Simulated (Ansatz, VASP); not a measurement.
One calculation of NbRu3C, two programs

INCAR

```
PREC = Accurate ; ENCUT = 520
EDIFF = 1E-6 ; ISMEAR = -1
SIGMA = 0.1 ; LREAL = False
LASPH = True ; NELM = 60
ALGO = Normal ; ISIF = 2
LWAVE = False ; LCHARG = True
GGA = PE ; LELF = True
LVHAR = True ; NBANDS = 38
```

KPOINTS

```
Automatic mesh
0
Gamma
  6 6 6
```

File POSCAR:

```
NbRu3C
1.0
    4.0920622415      0.0000000000      0.0000000000
    0.0000000000      4.0920622415      0.0000000000
    0.0000000000      0.0000000000      4.0920622415
Nb Ru C
1 3 1
Direct
    0.0000000000      0.0000000000      0.0000000000
    0.0000000000      0.5000000000      0.5000000000
    0.5000000000      0.0000000000      0.5000000000
    0.5000000000      0.5000000000      0.0000000000
    0.5000000000      0.5000000000      0.5000000000
```

Input for Ansatz:

```yaml
crystal:
  lattice:
    - [4.092062241541198, 0.0, 0.0]
    - [0.0, 4.092062241541198, 0.0]
    - [0.0, 0.0, 4.092062241541198]
  atoms:
    - { symbol: Nb, position: [0.0, 0.0, 0.0] }
    - { symbol: Ru, position: [0.0, 0.5, 0.5] }
    - { symbol: Ru, position: [0.5, 0.0, 0.5] }
    - { symbol: Ru, position: [0.5, 0.5, 0.0] }
    - { symbol: C, position: [0.5, 0.5, 0.5] }
basis:
  ecutwfc: 500.0
kpoints:
  mp_grid:
    grid: [6, 6, 6]
scf:
  occupations:
    method: fermi_dirac
    width: 0.1
output:
  stress: true
```

Alike in both runs: task single point; functional PBE; k mesh 6 × 6 × 6; occupations fermi-dirac, width 0.1 eV; no spin polarisation.

|  | VASP | Ansatz |
| --- | --- | --- |
| version | VASP 6.6.1 | Ansatz 0.2.0 |
| potentials or method | VASP PAW PBE potentials, release 64 (Nb_sv, Ru_pv, C), cutoff 520 eV | plane waves, PAW |
| valence electrons in the cell | 59 | 65 |

|  | VASP | Ansatz | Ansatz less VASP |
| --- | --- | --- | --- |
| pressure (GPa) | -8.4 | -8.2 | +0.12 |

VASP's potentials hold 59 valence electrons a cell and Ansatz's 65, so a difference there can come from the potentials and not from the codes.
